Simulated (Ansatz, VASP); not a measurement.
## One calculation of InO, two programs

```
In O
1.0
     3.32071    0.00000    0.00000
    -1.66035    2.87582    0.00000
     0.00000    0.00000   16.30590
In O
2 2
Cartesian
  1.6604 0.9586 9.5988
  1.6604 0.9586 6.7071
  0.0000 0.0000 10.4328
  0.0000 0.0000 5.8731
```

Alike in both runs: task single point; functional PBEsol; dispersion D3(BJ); k mesh 12 × 12 × 4; occupations gaussian, width 0.05 eV; no spin polarisation.

|  | VASP | Ansatz |
| --- | --- | --- |
| version | VASP 6.6.1 | Ansatz 0.2.0 |
| potentials or method | VASP PAW PBE potentials, release 64 (In_d, O), cutoff 520 eV | scalar-relativistic, plane waves, PAW |
| valence electrons in the cell | 38 | 38 |

VASP gave:

- gap on the k mesh at the Fermi level (eV): 0.33
- least direct gap on the mesh (eV): 1.34
- rms of the force components (eV/Å): 0.233

Q: What did Ansatz give for the same quantities?

A: gap on the k mesh at the Fermi level (eV): 0.33; least direct gap on the mesh (eV): 1.35; rms of the force components (eV/Å): 0.215.

VASP's potentials were made for PBE, not for PBEsol. Atom by atom the forces differ by 0.023 eV/Å (rms over components).
